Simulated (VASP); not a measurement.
Write the native input for VASP 6.6.1 that does the following.

- Task: relaxation of cell and atoms
- Functional: PBE
- Potentials or basis: VASP PAW PBE potentials, release 64 (Ag)
- Cutoff: 600 eV
- k mesh: 4 × 4 × 4
- Occupations: gaussian, width 0.1 eV
- Spin: no spin polarisation
- Dipole correction: no
- Further INCAR settings: ALGO = Fast; EDIFF = 1e-07; IBRION = 2; EDIFFG = -0.04; NSW = 90; ISIF = 3

The structure of Ag lies in POSCAR:

```
Ag
1.0
    5.9761290600      0.0000000000      0.0000000000
    0.0000000000      5.9761290600      0.0000000000
    0.0000000000      0.0000000000      4.0526125200
Ag
4
Direct
    0.1577016000      0.5000000000      0.0000000000
    0.8422984000      0.5000000000      0.0000000000
    0.5000000000      0.1577016000      0.0000000000
    0.5000000000      0.8422984000      0.0000000000
```

The cell was generated, and may not be a known phase.

These files were run (other wordings do the same):

INCAR

```
  PREC = Accurate
  ENCUT = 600
  EDIFF = 1E-7
  ISMEAR = 0
  SIGMA = 0.1
  LREAL = False
  LASPH = True
  NELM = 80
  ALGO = Fast
  ISIF = 3
  LWAVE = False
  LCHARG = False
  GGA = PE
  IBRION = 2
  NSW = 90
  EDIFFG = -0.04
```

KPOINTS

```
Automatic mesh
0
Gamma
  4 4 4
```

Potentials or basis: VASP PAW PBE potentials, release 64 (Ag).

Launch:

```sh
$ cat potpaw_PBE.64/Ag/POTCAR > POTCAR
$ mpirun -np 1 vasp_std > vasp.out
```

It gave:

```json
{"Relaxed volume": "29.63 Å³/atom", "Relaxed cell": "a = 6.625 Å, b = 6.625 Å, c = 2.700 Å, α = 90.00°, β = 90.00°, γ = 90.00°", "Space group after relaxing (to 0.1 Å)": "P4/mmm (No. 123)", "Pressure after relaxing": "0.0 GPa", "Band gap on the k mesh": "zero (bands 22 and 23 overlap by 5.01 eV)"}
```

Caveat: the k points lie up to 0.58 Å⁻¹ apart in the final cell, too coarse for converged energies and pressures of a metal; the volume moved by over 15 % at a fixed basis, so the end points are rough.

Wall time 22 min on 1 thread of Intel(R) Xeon(R) Platinum 8488C (Sapphire Rapids) (shared host), peak memory 0.32 GiB.
